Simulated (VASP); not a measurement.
**Al2Cu: single point with PBE**

Al2Cu:

```xyz
3
Lattice="-2.0446 2.0446 2.8912 2.0446 -2.0446 2.8912 2.0446 2.0446 -2.8912" Properties=species:S:1:pos:R:3 pbc="T T T"
Al    0.0000    2.0446    1.4456
Al    2.0446    0.0000    1.4456
Cu    0.0000    0.0000    2.8912
```

| Quantity | Value |
| --- | --- |
| Program | VASP 6.6.1 |
| Task | single point |
| Functional | PBE |
| Potentials or basis | VASP PAW PBE potentials, release 64 (Al, Cu) |
| Cutoff | 520 eV |
| k mesh | 14 × 14 × 14 |
| Occupations | gaussian, width 0.1 eV |
| Spin | no spin polarisation |

The pressure is 0.1 GPa.

Levels at points of the mesh, in eV from the Fermi level:
```tsv
k point	band 5	band 6	band 7	band 8	band 9	band 10	band 11	band 12	band 13	band 14
(0.00, 0.00, 0.00)	-3.96	-3.96	2.84	2.84	2.84	2.92	2.92	2.92	4.04	6.88
(0.50, 0.00, 0.00)	-3.92	-3.90	-3.90	0.61	0.61	2.87	2.88	3.66	4.32	9.67
(0.50, 0.50, 0.00)	-4.02	-3.80	-3.69	-1.96	-1.96	0.25	1.55	8.95	10.43	10.44
(0.50, 0.50, 0.50)	-4.02	-3.80	-3.69	-1.96	-1.96	0.25	1.55	8.95	10.43	10.43
```

Wall time 3.1 min on 1 thread of Intel(R) Xeon(R) Platinum 8259CL CPU @ 2.50GHz (Skylake/Cascade Lake), with other jobs on the host, peak memory 0.31 GiB.
